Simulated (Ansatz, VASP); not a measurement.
## Two plane-wave programs on MgO

POSCAR

```
MgO
1.0
    3.2224528835      0.0000000000      0.0000000000
   -1.6112264418      2.7907260596      0.0000000000
    0.0000000000      0.0000000000      4.9336789493
Mg O
2 2
Direct
    0.3333333333      0.6666666667     -0.0104844903
    0.6666666667      0.3333333333      0.4895155097
    0.3333333333      0.6666666667      0.3854844903
    0.6666666667      0.3333333333      0.8854844903
```

The input INCAR.step1:

```
  ALGO = Normal
  EDIFF = 1E-5
  ENCUT = 660
  GGA = PE
  GGA_COMPAT = False
  ISMEAR = 0
  LASPH = True
  LCHARG = False
  LREAL = False
  LWAVE = True
  NBANDS = 24
  NELM = 120
  PREC = Accurate
  SIGMA = 0.01
```

Contents of INCAR.step2:

```
  ALGO = Normal
  EDIFF = 1E-6
  ENCUT = 660
  GGA_COMPAT = False
  ISIF = 2
  ISMEAR = 0
  ISTART = 1
  LASPH = True
  LCHARG = True
  LELF = True
  LMIXTAU = True
  LREAL = False
  LVHAR = True
  LWAVE = False
  METAGGA = R2SCAN
  NBANDS = 24
  NELM = 120
  PREC = Accurate
  SIGMA = 0.01
```

KPOINTS

```
k-points
0
Gamma
  12 12 6
```

Input for Ansatz:

```yaml
crystal:
  lattice:
    - [3.2224528835, 0.0, 0.0]
    - [-1.6112264418, 2.7907260596, 0.0]
    - [0.0, 0.0, 4.9336789493]
  atoms:
    - { symbol: Mg, position: [0.3333333333, 0.6666666667, -0.0104844903] }
    - { symbol: Mg, position: [0.6666666667, 0.3333333333, 0.4895155097] }
    - { symbol: O, position: [0.3333333333, 0.6666666667, 0.3854844903] }
    - { symbol: O, position: [0.6666666667, 0.3333333333, 0.8854844903] }
kpoints:
  mp_grid: { grid: [12, 12, 6] }
  band_path:
    path:
      - [0.0, 0.0, 0.0]
      - [0.5, 0.0, 0.0]
      - [0.3333333333, 0.3333333333, 0.0]
      - [0.0, 0.0, 0.5]
      - [0.5, 0.0, 0.5]
      - [0.3333333333, 0.3333333333, 0.5]
    npoints: 1
hamiltonian:
  xc: r2scan
scf:
  occupations: { method: fixed }
  n_extra_bands: 5
output:
  forces: true
  stress: true
  eigenvalues: true
```

Change from the starting cell: hydrostatic strain -2.0%.

Alike in both runs: task single point; functional r2SCAN; k mesh 12 × 12 × 6; no spin polarisation.

|  | VASP | Ansatz |
| --- | --- | --- |
| version | VASP 6.6.1 | Ansatz 0.2.0 |
| potentials or method | VASP PAW PBE potentials, release 64 (Mg_sv, O) | plane waves, PAW |
| plane-wave cutoff (eV) | 660 | 500 |
| occupations | gaussian, width 0.01 eV | fixed |
| valence electrons in the cell | 32 | 32 |

VASP gave:

```
gap on the k mesh at the Fermi level (eV)                     : 4.58
pressure (GPa)                                                : 8.7
traceless stress, the component that is largest in VASP (GPa) : -1.56
rms of the force components (eV/Å)                            : 0.007
```

Problem. Which values does Ansatz return?

Solution. gap on the k mesh at the Fermi level (eV): 4.58; pressure (GPa): 8.7; traceless stress, the component that is largest in VASP (GPa): -1.36; rms of the force components (eV/Å): 0.001.

VASP's potentials were made for PBE, not for r2SCAN. Atom by atom the forces differ by 0.007 eV/Å (rms over components).
